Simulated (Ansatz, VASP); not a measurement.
## CdCo3B: VASP beside Ansatz

```
CELL_PARAMETERS angstrom
3.88756 0.00000 0.00000
0.00000 3.88756 0.00000
0.00000 0.00000 3.88756
ATOMIC_POSITIONS crystal
Cd 0.00000 0.00000 0.00000
B 0.50000 0.50000 0.50000
Co 0.50000 0.50000 0.00000
Co 0.50000 0.00000 0.50000
Co 0.00000 0.50000 0.50000
```

Alike in both runs: functional PBE; k mesh 10 × 10 × 10; occupations gaussian, width 0.1 eV; collinear spin.

Ansatz relaxed the structure, and its values are those at the end. VASP's run is a single point on that final structure, the one shown.

|  | VASP | Ansatz |
| --- | --- | --- |
| version | VASP 6.6.1 | Ansatz 0.2.0 |
| potentials or method | VASP PAW PBE potentials, release 64 (Cd, B, Co), cutoff 520 eV | scalar-relativistic, plane waves, PAW |
| valence electrons in the cell | 42 | 74 |

|  | VASP | Ansatz | Ansatz less VASP |
| --- | --- | --- | --- |
| gap on the k mesh at the Fermi level (eV) | none | none | - |
| pressure (GPa) | 0.4 | 0.0 | -0.42 |
| net moment per atom (μB) | 0.42 | 0.42 | +0.001 |
| size of the moment on the site where the two differ most (μB) | 0.77 | 0.75 | -0.020 |

Site moments also hang on the region over which each program counts them. A gap of «none» marks a metal or a gap that the smearing closes. VASP's potentials hold 42 valence electrons a cell and Ansatz's 74, so a difference there can come from the potentials and not from the codes.
